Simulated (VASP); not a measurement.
Zn, 1 atom in the cell. The structure is tetragonal, space group I4/mmm (No. 139). The conventional cell has a = 3.138 Å, b = 3.138 Å, c = 3.248 Å, α = 90.00°, β = 90.00°, γ = 90.00°. Zn (site symmetry 4/mmm) has 14 Zn at 2.75 to 3.25 Å within 3.6 Å.  This cell differs from its parent crystal: strain +0.0350 x Voigt [1, 0, 0, 0, 0, 0].

- Program: VASP 6.6.1
- Task: single point
- Functional: PBE
- Potentials or basis: VASP PAW PBE potentials, release 64 (Zn)
- Cutoff: 520 eV
- k mesh: 22 × 22 × 22
- Occupations: gaussian, width 0.15 eV
- Spin: no spin polarisation
- Dipole correction: no
- Further INCAR settings: ALGO = Fast; EDIFF = 1e-06; NBANDS = 12

Potentials or basis: VASP PAW PBE potentials, release 64 (Zn).

Run with:

```bash
$ cat potpaw_PBE.64/Zn/POTCAR > POTCAR
$ mpirun -np 1 vasp_std > vasp.out
```

Hardware: 1 thread of Intel(R) Xeon(R) Platinum 8488C (Sapphire Rapids), on a shared host.

**Question.** Estimate the wall time of this run.

**Answer.** Wall time 71 s on 1 thread of Intel(R) Xeon(R) Platinum 8488C (Sapphire Rapids), with other jobs on the host, peak memory 0.26 GiB. Counts: scf iterations 11, k points 834.
